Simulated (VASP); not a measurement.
Here is a VASP 6.6.1 calculation.

The input INCAR:

```
SYSTEM = Hg
PREC = Accurate ; ENCUT = 520
EDIFF = 1E-7 ; ISMEAR = 0
SIGMA = 0.15 ; LREAL = .FALSE.
LASPH = .TRUE. ; NELM = 100
ALGO = Fast ; ISIF = 2
LWAVE = .FALSE. ; LCHARG = .FALSE.
GGA = PE ; IVDW = 12
NBANDS = 12
```

Contents of KPOINTS:

```
Automatic mesh
0
G
  18 18 18
  0 0 0
```

The input POSCAR:

```
Hg
1.0
   -2.0696950000      2.0696950000      1.7121451000
    2.0696950000     -2.0696950000      1.7121451000
    2.0696950000      2.0696950000     -1.7121451000
Hg
1
Direct
    0.0000000000      0.0000000000      0.0000000000
```

Potentials or basis: VASP PAW PBE potentials, release 64 (Hg).

Launch:

```sh
$ cat potpaw_PBE.64/Hg/POTCAR > POTCAR
$ mpirun -np 1 vasp_std > vasp.out
```

What does it give for the dispersion energy per atom?

-0.358 eV.

Predict the band gap on the k mesh.

zero (band 6 reaches 2.31 eV, above the bottom of band 7 at 0.31 eV).

Predict the pressure.

-1.7 GPa.

Stress tensor (GPa, compression positive):
```
-2.02  0.00  0.00
 0.00 -2.02  0.00
 0.00  0.00 -1.13
```

Caveat: the cell differs from its parent crystal (strain +0.000 along x and y, -0.050 along z); spin-orbit coupling is left out, which moves the levels of the heavy elements; pairwise dispersion overbinds metals, which lowers pressure and volume.
